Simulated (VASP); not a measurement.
Crystal: SrCl2.

```xyz
3
Lattice="0.0000 3.5194 3.5194 3.5194 0.0000 3.5194 3.5194 3.5194 0.0000" Properties=species:S:1:pos:R:3 pbc="T T T"
Sr    0.0000    0.0000    0.0000
Cl    5.2791    5.2791    5.2791
Cl    1.7597    1.7597    1.7597
```

* Program: VASP 6.6.1
* Task: relaxation of cell and atoms
* Functional: PBEsol
* Potentials or basis: VASP PAW PBE potentials, release 64 (Sr_sv, Cl)
* Cutoff: 600 eV
* k mesh: 6 × 6 × 6
* Occupations: fermi-dirac, width 0.02 eV
* Spin: no spin polarisation

At the start: pressure -1.7 GPa; volume 29.06 Å³/atom.

Problem. Where does the relaxation end?

Solution. Over 3 steps the energy falls by 8.4 meV/atom and the volume is 27.60 Å³/atom (-5.0 %); space group Fm-3m (No. 225, to 0.05 Å).

The path:
```csv
step,energy change (eV),largest force (eV/Å),pressure (GPa),volume (Å³)
1,0.0000,0.0000,-1.75,87.18
2,-0.0248,0.0000,-0.20,83.24
3,-0.0251,0.0000,0.00,82.80
```

Final structure:
```yaml
crystal:
  lattice:
    - [0.00000, 3.45942, 3.45942]
    - [3.45942, 0.00000, 3.45942]
    - [3.45942, 3.45942, 0.00000]
  atoms:
    - { symbol: Sr, position: [0.00000, 0.00000, 0.00000] }
    - { symbol: Cl, position: [0.75000, 0.75000, 0.75000] }
    - { symbol: Cl, position: [0.25000, 0.25000, 0.25000] }
```

Caveat: the PAW data sets were made with another functional, which shifts forces and pressure a little.
